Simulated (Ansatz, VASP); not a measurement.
Given: the input of a run of Ansatz 0.2.0 on Pt2Se4N.

Contents of input.yaml:

```yaml
crystal:
  lattice:
    - [7.4480012092, 0.0, 0.0]
    - [-3.7240006046, 6.4501582546, 0.0]
    - [0.0, 0.0, 21.631]
  atoms:
    - { symbol: Se, position: [0.3333333334, 0.1666666667, 0.3698395821] }
    - { symbol: Se, position: [0.3333333334, 0.6666666667, 0.3698395821] }
    - { symbol: Se, position: [0.8333333334, 0.1666666667, 0.3698395821] }
    - { symbol: Se, position: [0.8333333334, 0.6666666667, 0.3698395821] }
    - { symbol: Pt, position: [0.0, 0.0, 0.428343581] }
    - { symbol: Pt, position: [0.0, 0.5, 0.428343581] }
    - { symbol: Pt, position: [0.5, 0.0, 0.428343581] }
    - { symbol: Pt, position: [0.5, 0.5, 0.428343581] }
    - { symbol: Se, position: [0.1666666667, 0.3333333333, 0.4868475799] }
    - { symbol: Se, position: [0.1666666666, 0.8333333333, 0.4868475799] }
    - { symbol: Se, position: [0.6666666667, 0.3333333333, 0.4868475799] }
    - { symbol: Se, position: [0.6666666666, 0.8333333333, 0.4868475799] }
    - { symbol: "N", position: [0.6666666666, 0.8333333333, 0.6172160325] }
    - { symbol: "N", position: [0.6666666666, 0.8333333333, 0.6680689751] }
hamiltonian:
  xc: pbe
  pseudopotentials: { kind: paw }
kpoints:
  mp_grid: { grid: [4, 4, 1] }
scf:
  occupations: { method: fermi_dirac, width: 0.05 }
output:
  forces: true
  eigenvalues: true
efield:
  axis: 3
  dipole_correction: true
  ramp_width: 0.04
```

Potentials or basis: Ansatz PAW.

The run is started by

```console
$ ansatz run input.yaml --threads 4 --pin off --max-ram 11264MiB --backend cpu --events-out ev --progress --plain --runs-dir out
```

Q: Set up the same calculation for VASP 6.6.1. Potentials there: VASP PAW PBE potentials, release 64 (Se, Pt, N).

A: As run (the cutoff follows the program's own potentials):

INCAR

```
SYSTEM = Pt2Se4N
PREC = Accurate
ENCUT = 520
EDIFF = 1E-6
ISMEAR = -1
SIGMA = 0.05
LREAL = .False.
LASPH = .True.
NELM = 100
ALGO = Normal
ISIF = 2
LWAVE = .False.
LCHARG = .False.
LDIPOL = .True.
IDIPOL = 3
DIPOL = 0.5 0.5 0.459
GGA = PE
NBANDS = 62
```

The input KPOINTS:

```
Automatic mesh
0
Gamma
  4 4 1
  0 0 0
```

POSCAR

```
Pt2Se4N
1.0
    7.4480012092      0.0000000000      0.0000000000
   -3.7240006046      6.4501582546      0.0000000000
    0.0000000000      0.0000000000     21.6310000000
Se Pt N
8 4 2
Direct
    0.3333333334      0.1666666667      0.3698395821
    0.3333333334      0.6666666667      0.3698395821
    0.8333333334      0.1666666667      0.3698395821
    0.8333333334      0.6666666667      0.3698395821
    0.1666666667      0.3333333333      0.4868475799
    0.1666666666      0.8333333333      0.4868475799
    0.6666666667      0.3333333333      0.4868475799
    0.6666666666      0.8333333333      0.4868475799
    0.0000000000      0.0000000000      0.4283435810
    0.0000000000      0.5000000000      0.4283435810
    0.5000000000      0.0000000000      0.4283435810
    0.5000000000      0.5000000000      0.4283435810
    0.6666666666      0.8333333333      0.6172160325
    0.6666666666      0.8333333333      0.6680689751
```

Potentials or basis: VASP PAW PBE potentials, release 64 (Se, Pt, N).

Run with:

```sh
$ cat potpaw_PBE.64/Se/POTCAR potpaw_PBE.64/Pt/POTCAR potpaw_PBE.64/N/POTCAR > POTCAR
$ mpirun -np 1 vasp_std > vasp.out
```

Both were run:

|  | VASP | Ansatz | Ansatz less VASP |
| --- | --- | --- | --- |
| gap on the k mesh at the Fermi level (eV) | 1.34 | 1.35 | +0.011 |
| least direct gap on the mesh (eV) | 1.45 | 1.46 | +0.013 |
| rms of the force components (eV/Å) | 0.486 | 0.294 | -0.1918 |

One of these differences is far larger than is usual between the two programs; its cause wasn't traced. VASP's potentials hold 98 valence electrons a cell and Ansatz's 210, so a difference there can come from the potentials and not from the codes.

Spin-orbit coupling is off throughout. Noted on VASP's run: the standard files for N, O and F lose accuracy on very short bonds.
